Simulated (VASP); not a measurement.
# C in VASP: notebook

The runs below take C through single point, with PBE+D3(BJ).

Everything below comes from runs of VASP 6.6.1. Logs are shortened: lines on timing, memory, paths and dates and some standing lists are left out, and cuts for length are marked.

**1. The cell of the first run**

The cell holds a slab with vacuum, 4 atoms: a = 2.465 Å, b = 2.465 Å, c = 23.922 Å, α = 90.00°, β = 90.00°, γ = 120.00°.

**2. Single point, PBE+D3(BJ)**

File INCAR:

```
SYSTEM = C
  ALGO = Normal
  EDIFF = 1E-6
  ENCUT = 520
  GGA = PE
  ISIF = 2
  ISMEAR = 0
  IVDW = 12
  LASPH = .TRUE.
  LCHARG = .FALSE.
  LREAL = .FALSE.
  LWAVE = .FALSE.
  NBANDS = 16
  NELM = 100
  PREC = Accurate
  SIGMA = 0.1
```

File KPOINTS:

```
k-points
0
G
  18 18 2
  0 0 0
```

File POSCAR:

```
C
1.0
    2.4652678572      0.0000000000      0.0000000000
   -1.2326339286      2.1349845914      0.0000000000
    0.0000000000      0.0000000000     23.9222936129
C
4
Direct
    0.0000000000      0.0000000000      0.5711557747
    0.0000000000      0.0000000000      0.4288442253
    0.3333333333      0.6666666667      0.4288237762
    0.6666666667      0.3333333333      0.5711762238
```

Potentials or basis: VASP PAW PBE potentials, release 64 (C).

Launch:

```bash
$ cat potpaw_PBE.64/C/POTCAR > POTCAR
$ mpirun -np 1 vasp_std > vasp.out
```

OUTCAR:

```text
SYSTEM = C
   EDIFF = 1E-6
   ENCUT = 520
   GGA = PE
   ISIF = 2
   ISMEAR = 0
   IVDW = 12
   LASPH = .TRUE.
   LREAL = .FALSE.
   NELM = 100
   PREC = Accurate
 IVDW          = 12

 ion  position               nearest neighbor table
   1  0.000  0.000  0.571-   4 1.42   4 1.42   4 1.42
   2  0.000  0.000  0.429-   3 1.42   3 1.42   3 1.42
   3  0.333  0.667  0.429-   2 1.42   2 1.42   2 1.42
   4  0.667  0.333  0.571-   1 1.42   1 1.42   1 1.42

  LATTYP: Found a hexagonal cell.
 ALAT       =     2.4652678572
 C/A-ratio  =     9.7037299793

  Lattice vectors:

 A1 = (   2.4652678572,   0.0000000000,   0.0000000000)
 A2 = (  -1.2326339286,   2.1349845914,   0.0000000000)
 A3 = (   0.0000000000,   0.0000000000,  23.9222936129)

Analysis of symmetry for initial positions (statically):
=====================================================================
 Subroutine PRICEL returns:
 Original cell was already a primitive cell.

 Routine SETGRP: Setting up the symmetry group for a
 hexagonal supercell.

 Subroutine GETGRP returns: Found 12 space group operations
 (whereof 12 operations were pure point group operations)
 out of a pool of 24 trial point group operations.

The static configuration has the point symmetry D_3d.

Analysis of symmetry for dynamics (positions and initial velocities):
=====================================================================
 Subroutine PRICEL returns:
 Original cell was already a primitive cell.

 Routine SETGRP: Setting up the symmetry group for a
 hexagonal supercell.

 Subroutine GETGRP returns: Found 12 space group operations
 (whereof 12 operations were pure point group operations)
 out of a pool of 24 trial point group operations.

The dynamic configuration has the point symmetry D_3d.

 Subroutine INISYM returns: Found 12 space group operations
 (whereof 12 operations are pure point group operations),
 and found     1 'primitive' translations

----------------------------------------------------------------------------------------

                                     Primitive cell

  volume of cell :     125.9104

  direct lattice vectors                    reciprocal lattice vectors
     2.465267857  0.000000000  0.000000000     0.405635435  0.234193728  0.000000000
    -1.232633929  2.134984591  0.000000000     0.000000000  0.468387455  0.000000000
     0.000000000  0.000000000 23.922293613     0.000000000  0.000000000  0.041802012

  length of vectors
     2.465267857  2.465267857 23.922293613     0.468387455  0.468387455  0.041802012

  position of ions in fractional coordinates (direct lattice)
     0.000000000  0.000000000  0.571155775
     0.000000000  0.000000000  0.428844225
     0.333333333  0.666666667  0.428823776
     0.666666667  0.333333333  0.571176224

  ion indices of the primitive-cell ions
   primitive index   ion index
                 1           1
                 2           2
                 3           3
                 4           4

----------------------------------------------------------------------------------------

 KPOINTS: k-points

Automatic generation of k-mesh.
 Grid dimensions read from file:
 generate k-points for:   18   18    2

 Generating k-lattice:

  Cartesian coordinates                     Fractional coordinates (reciprocal lattice)
     0.022535302  0.013010763  0.000000000     0.055555556 -0.000000000  0.000000000
     0.000000000  0.026021525  0.000000000     0.000000000  0.055555556  0.000000000
     0.000000000  0.000000000  0.020901006     0.000000000  0.000000000  0.500000000

  Length of vectors
     0.026021525  0.026021525  0.020901006

  Shift w.r.t. Gamma in fractional coordinates (k-lattice)
     0.000000000  0.000000000  0.000000000

 Subroutine IBZKPT returns following result:
 ===========================================

 Found     74 irreducible k-points:

 Following reciprocal coordinates:
            Coordinates               Weight
  0.000000  0.000000  0.000000      1.000000
  0.055556 -0.000000  0.000000      6.000000
  0.111111 -0.000000  0.000000      6.000000
  0.166667  0.000000  0.000000      6.000000
  0.222222 -0.000000  0.000000      6.000000
  0.277778 -0.000000  0.000000      6.000000
[... 16 lines left out ...]
  0.333333  0.111111  0.000000     12.000000
  0.388889  0.111111  0.000000     12.000000
 [... further k-points ...]
   k-points           NKPTS =     74   k-points in BZ     NKDIM =     74   number of bands    NBANDS=     16
   number of dos      NEDOS =    301   number of ions     NIONS =      4
   total plane-waves  NPLWV =  58320
   dimension x,y,z NGX =    18 NGY =   18 NGZ =  180
   dimension x,y,z NGXF=    36 NGYF=   36 NGZF=  360
   ions per type =               4
   NGX,Y,Z   is equivalent  to a cutoff of  12.14, 12.14, 12.51 a.u.
   NGXF,Y,Z  is equivalent  to a cutoff of  24.28, 24.28, 25.02 a.u.
 SYSTEM =  C
   PREC   = accura    normal or accurate (medium, high low for compatibility)
   ISTART =      0    job   : 0-new  1-cont  2-samecut
   ICHARG =      2    charge: 1-file 2-atom 10-const
   ISPIN  =      1    spin polarized calculation?
   LNONCOLLINEAR =      F non collinear calculations
   LSORBIT =      F    spin-orbit coupling
   LASPH  =      T    aspherical Exc in radial PAW
   ENCUT  =  520.0 eV  38.22 Ry    6.18 a.u.   4.58  4.58 44.48*2*pi/ulx,y,z
   NELM   =    100;   NELMIN=  2; NELMDL= -5     # of ELM steps
   EDIFF  = 0.1E-05   stopping-criterion for ELM
   LREAL  =      F    real-space projection
   EDIFFG = 0.1E-04   stopping-criterion for IOM
   NSW    =      0    number of steps for IOM
   IBRION =     -1    ionic relax: 0-MD 1-quasi-New 2-CG
   NFREE  =      0    steps in history (QN), initial steepest desc. (CG)
   ISIF   =      2    stress and relaxation
   ISYM   =      2    0-nonsym 1-usesym 2-fastsym
   POTIM  = 0.5000    time-step for ionic-motion
   TEBEG  =    0.0;   TEEND  =   0.0 temperature during run
   PSTRESS=    0.0 pullay stress
   NELECT =      16.0000    total number of electrons
   NUPDOWN=      -1.0000    fix difference up-down
   EMIN   =  10.00;   EMAX   =-10.00  energy-range for DOS
   EFERMI =   0.00;   METHOD = LEGACY
   ISMEAR =     0;   SIGMA  =   0.10  broadening in eV -4-tet -1-fermi 0-gaus
   EFERMI_NEDOS =   21; number of points for ismear=-14 and -15
   IALGO  =     38    algorithm
   IMIX   =      4    mixing-type and parameters
     AMIX     =   0.40;   BMIX     =  1.00
     AMIX_MAG =   1.60;   BMIX_MAG =  1.00
  volume/ion in A,a.u.               =      31.48       212.42
  Fermi-wavevector in a.u.,A,eV,Ry     =   0.823053  1.555344  9.216799  0.677416
  Thomas-Fermi vector in A             =   1.934495
   LORBIT       =      0    0 simple, 1 ext, 2 COOP (PROOUT), +10 PAW based schemes
   GGA     = PE    functional components
   LHFCALC =     F    Hartree Fock is set to
   AEXX    =    0.0000 exact exchange contribution
   IVDW    =    12    specifies the selected vdW correction
   LEPSILON=     F    determine dielectric tensor
   LRPA    =     F    only Hartree local field effects (RPA)
 non-spin polarized calculation
 Gauss-broadening in eV      SIGMA  =   0.10
  energy-cutoff  :      520.00
  volume of cell :      125.91
 maximum number of plane-waves:      3438
   NGX =  9   NGY =  9   NGZ = 89

 number of electron      15.9999997 magnetization

 Free energy of the ion-electron system (eV)
  ---------------------------------------------------
  ext. energy  EPLUGINS =         0.00000000
  ---------------------------------------------------
  free energy    TOTEN  =       -36.87951038 eV

  energy without entropy =      -36.87881379  energy(sigma->0) =      -36.87916208

 E-fermi :  -1.7589     XC(G=0):  -3.2898

 val. band max:       -1.7589112541   @ k =   0.3333   0.3333   0.0000
 cond. band min:      -1.7589079904   @ k =   0.3333   0.3333   0.5000
 fundamental gap:      0.0000032637
 Fermi energy:        -1.7589090161

 k-point     1 :       0.0000    0.0000    0.0000
  band No.  band energies     occupation
      1     -21.3414      2.00000
      2     -21.2072      2.00000
      3      -9.8122      2.00000
      4      -8.9085      2.00000
      5      -4.7906      2.00000
      6      -4.7906      2.00000
[... 8 lines left out ...]
     15       5.1842      0.00000
     16       6.5578      0.00000

 k-point     2 :       0.0556   -0.0000    0.0000
  band No.  band energies     occupation
      1     -21.2680      2.00000
      2     -21.1345      2.00000
      3      -9.7238      2.00000
      4      -8.8227      2.00000
      5      -5.0901      2.00000
      6      -5.0789      2.00000
[... 8 lines left out ...]
     15       5.2832      0.00000
     16       6.5929      0.00000

 k-point     3 :       0.1111   -0.0000    0.0000
  band No.  band energies     occupation
      1     -21.0485      2.00000
      2     -20.9168      2.00000
      3      -9.4597      2.00000
      4      -8.5666      2.00000
      5      -5.9118      2.00000
      6      -5.8931      2.00000
[... 8 lines left out ...]
     15       5.5798      0.00000
     16       6.6236      0.00000

 k-point     4 :       0.1667    0.0000    0.0000
  band No.  band energies     occupation
      1     -20.6837      2.00000
      2     -20.5550      2.00000
      3      -9.0227      2.00000
      4      -8.1437      2.00000
      5      -7.0911      2.00000
      6      -7.0630      2.00000
[... 8 lines left out ...]
     15       6.0667      0.00000
     16       6.5546      0.00000

 k-point     5 :       0.2222   -0.0000    0.0000
  band No.  band energies     occupation
      1     -20.1756      2.00000
      2     -20.0512      2.00000
      3      -8.4717      2.00000
      4      -8.4331      2.00000
      5      -8.4175      2.00000
      6      -7.5609      2.00000
[... 8 lines left out ...]
     15       6.2462      0.00000
     16       6.3843      0.00000

 k-point     6 :       0.2778   -0.0000    0.0000
  band No.  band energies     occupation
      1     -19.5274      2.00000
      2     -19.4083      2.00000
      3      -9.9369      2.00000
      4      -9.8881      2.00000
      5      -7.6575      2.00000
      6      -7.0768      2.00000
[... 8 lines left out ...]
     15       6.0620      0.00000
     16       6.1550      0.00000
[... 267 lines left out ...]
 k-point    21 :       0.2222    0.1111    0.0000
  band No.  band energies     occupation
      1     -19.3133      2.00000
      2     -19.1959      2.00000
      3      -9.9296      2.00000
      4      -9.8873      2.00000
      5      -7.8982      2.00000
      6      -7.8722      2.00000
[... 8 lines left out ...]
     15       6.4698      0.00000
     16       7.2930      0.00000

 k-point    22 :       0.2778    0.1111    0.0000
  band No.  band energies     occupation
      1     -18.5335      2.00000
      2     -18.4225      2.00000
      3     -11.3206      2.00000
      4     -11.2658      2.00000
      5      -8.4099      2.00000
      6      -8.3797      2.00000
[... 8 lines left out ...]
     15       7.2120      0.00000
     16       7.2743      0.00000

 k-point    23 :       0.3333    0.1111    0.0000
  band No.  band energies     occupation
      1     -17.6300      2.00000
      2     -17.5267      2.00000
      3     -12.6996      2.00000
      4     -12.6344      2.00000
      5      -8.7807      2.00000
      6      -8.7483      2.00000
[... 8 lines left out ...]
     15       7.8340      0.00000
     16       8.5437      0.00000

 k-point    24 :       0.3889    0.1111    0.0000
  band No.  band energies     occupation
      1     -16.6329      2.00000
      2     -16.5409      2.00000
      3     -13.9926      2.00000
      4     -13.9213      2.00000
      5      -9.0055      2.00000
      6      -8.9719      2.00000
[... 8 lines left out ...]
     15       9.3425      0.00000
     16      10.0029      0.00000

 [... further k-points ...]

------------------------ aborting loop because EDIFF is reached ----------------------------------------

 Edisp (eV)   -0.47411

 E8    (eV) :    -0.1417

  FORCE on cell =-STRESS in cart. coord.  units (eV):
  Direction    XX          YY          ZZ          XY          YZ          ZX
  --------------------------------------------------------------------------------------
  -------------------------------------------------------------------------------------
  Total       0.16275     0.16275    -0.02517     0.00000     0.00000    -0.00000
  in kB       2.07090     2.07090    -0.32029     0.00000     0.00000    -0.00000
  external pressure =        1.27 kB  Pullay stress =        0.00 kB

 VOLUME and BASIS-vectors are now :
 -----------------------------------------------------------------------------
  energy-cutoff  :      520.00
  volume of cell :      125.91
      direct lattice vectors                 reciprocal lattice vectors
     2.465267857  0.000000000  0.000000000     0.405635435  0.234193728  0.000000000
    -1.232633929  2.134984591  0.000000000     0.000000000  0.468387455  0.000000000
     0.000000000  0.000000000 23.922293613     0.000000000  0.000000000  0.041802012

 POSITION                                       TOTAL-FORCE (eV/Angst)
 -----------------------------------------------------------------------------------
      0.00000      0.00000     13.66336        -0.000000      0.000000     -0.000254
      0.00000      0.00000     10.25894        -0.000000     -0.000000      0.000254
     -0.00000      1.42332     10.25845         0.000000     -0.000000      0.000911
      1.23263      0.71166     13.66385        -0.000000      0.000000     -0.000911
 -----------------------------------------------------------------------------------
    total drift:                               -0.000000      0.000000     -0.000000

  FREE ENERGIE OF THE ION-ELECTRON SYSTEM (eV)
  ---------------------------------------------------
  free  energy   TOTEN  =       -37.3536213440 eV

  energy  without entropy=      -37.3529247586  energy(sigma->0) =      -37.35327305
```

It took 3.1 min on 1 thread of Intel Xeon Platinum 8488C (Sapphire Rapids), shared host; peak memory 0.29 GiB.

What came out:

| Property | Result |
| --- | --- |
| Free energy | -37.3536 eV |
| Band gap on the k mesh | zero (filled and empty bands touch) |
| Dispersion energy per atom | -0.119 eV |

Levels at points of the mesh, in eV from the Fermi level:
```
           k point  band 4  band 5  band 6  band 7  band 8  band 9  band 10  band 11  band 12  band 13
(0.00, 0.00, 0.00)   -7.15   -3.03   -3.03   -3.02   -3.02    3.43     3.80     4.32     5.08     5.51
(0.50, 0.00, 0.00)  -13.21   -6.42   -6.40   -2.54   -2.21    1.55     1.87     7.30     7.48    11.18
(0.00, 0.00, 0.50)   -7.15   -3.03   -3.03   -3.02   -3.02    3.43     3.79     4.39     4.89     5.94
(0.50, 0.00, 0.50)  -13.21   -6.42   -6.40   -2.54   -2.21    1.55     1.87     7.30     7.48    11.18
```

**3. Single point, PBE+D3(BJ), collinear spin, ferromagnetic start**

File INCAR:

```
PREC = Accurate
ENCUT = 520
EDIFF = 1E-6
ISMEAR = 0
SIGMA = 0.1
LREAL = F
LASPH = T
NELM = 150
ALGO = Normal
ISIF = 2
LWAVE = F
LCHARG = F
ISPIN = 2
MAGMOM = 1 1 1 1
LORBIT = 11
GGA = PE
IVDW = 12
NBANDS = 20
```

File KPOINTS:

```
Automatic mesh
0
Gamma
  12 12 1
```

File POSCAR:

```
C
1.0
    2.4562275060      0.0000000000      0.0000000000
   -1.2281137530      2.1271554177      0.0000000000
    0.0000000000      0.0000000000     24.1339601687
C
4
Direct
    0.0000000000      0.0000000000      0.5704687700
    0.0000000000      0.0000000000      0.4295312300
    0.3333333300      0.6666666700      0.4295245600
    0.6666666700      0.3333333300      0.5704754400
```

Potentials or basis: VASP PAW PBE potentials, release 64 (C).

Launch:

```bash
$ cat potpaw_PBE.64/C/POTCAR > POTCAR
$ mpirun -np 1 vasp_std > vasp.out
```

Wall time 4.8 min (1 thread of Intel Xeon Platinum 8488C (Sapphire Rapids), shared host); peak memory 0.3 GiB.

It converged, with:

```
Free energy                                           : -37.3426 eV
Largest force                                         : 0.012 eV/Å
Band gap on the k mesh                                : zero (filled and empty bands touch)
Net moment                                            : 0.00 μB per cell
Valence electrons inside the program's atomic spheres : C 2.66, 2.67
Dispersion energy per atom                            : -0.119 eV
```

Forces on the atoms (eV/Å):
```
C    0.000  0.000 -0.012
C    0.000  0.000  0.012
C    0.000  0.000 -0.006
C    0.000  0.000  0.006
```

Levels at points of the mesh, in eV from the Fermi level:
Spin up:
```
           k point  band 6  band 7  band 8  band 9  band 10  band 11
(0.00, 0.00, 0.00)   -3.03   -3.02   -3.02    3.38     3.74     4.36
(0.50, 0.00, 0.00)   -6.43   -2.56   -2.23    1.55     1.88     7.41
```
Spin down:
| k point | band 5 | band 6 | band 7 | band 8 | band 9 | band 10 | band 11 | band 12 |
| --- | --- | --- | --- | --- | --- | --- | --- | --- |
| (0.00, 0.00, 0.00) | -3.03 | -3.03 | -3.02 | -3.02 | 3.39 | 3.77 | 4.49 | 5.13 |
| (0.50, 0.00, 0.00) | -6.45 | -6.43 | -2.56 | -2.23 | 1.55 | 1.88 | 7.41 | 7.59 |

**4. Single point, PBE+D3(BJ)**

File INCAR:

```
SYSTEM = C
  PREC = Accurate
  ENCUT = 520
  EDIFF = 1E-6
  ISMEAR = 0
  SIGMA = 0.1
  LREAL = .FALSE.
  LASPH = .TRUE.
  NELM = 100
  ALGO = Normal
  ISIF = 2
  LWAVE = .FALSE.
  LCHARG = .FALSE.
  GGA = PE
  IVDW = 12
  NBANDS = 16
```

File KPOINTS:

```
Automatic mesh
0
G
  12 12 1
  0 0 0
```

POSCAR is that of step 3.

Launch:

```bash
$ cat potpaw_PBE.64/C/POTCAR > POTCAR
$ mpirun -np 1 vasp_std > vasp.out
```

Run time: 81 s. Hardware: 1 thread of Intel Xeon Platinum 8488C (Sapphire Rapids), shared host; peak memory 0.23 GiB.

Results (log left out):

| Item | Value |
| --- | --- |
| Free energy | -37.3426 eV |
| Largest force | 0.012 eV/Å |
| Band gap on the k mesh | zero (filled and empty bands touch) |
| Dispersion energy per atom | -0.119 eV |

Forces in eV/Å, atoms in the order of the input:
```
C    0.000  0.000 -0.012
C    0.000  0.000  0.012
C    0.000  0.000 -0.006
C    0.000  0.000  0.006
```

Levels at points of the mesh, in eV from the Fermi level:
```
           k point  band 4  band 5  band 6  band 7  band 8  band 9  band 10  band 11  band 12  band 13
(0.00, 0.00, 0.00)   -7.22   -3.03   -3.03   -3.02   -3.02    3.39     3.77     4.30     5.04     5.46
(0.50, 0.00, 0.00)  -13.28   -6.45   -6.43   -2.56   -2.23    1.55     1.88     7.41     7.59    11.20
```

**5. Overview**

```csv
spin,cell,k mesh,gap on the mesh (eV),largest force (eV/Å)
off,"a = 2.465, b = 2.465, c = 23.922 Å, angles 90.0, 90.0, 120.0°, 4 atoms",18 × 18 × 2,none,-
"collinear, ferromagnetic start","a = 2.456, b = 2.456, c = 24.134 Å, angles 90.0, 90.0, 120.0°, 4 atoms",12 × 12 × 1,none,0.01
off,"a = 2.456, b = 2.456, c = 24.134 Å, angles 90.0, 90.0, 120.0°, 4 atoms",12 × 12 × 1,none,0.01
```

Alike in all rows: task single point; level PBE+D3(BJ); potentials or basis VASP PAW PBE potentials, release 64 (C); cutoff (eV) 520; smearing gaussian 0.1 eV.

Absolute energies hang on the potentials; compare differences alone.
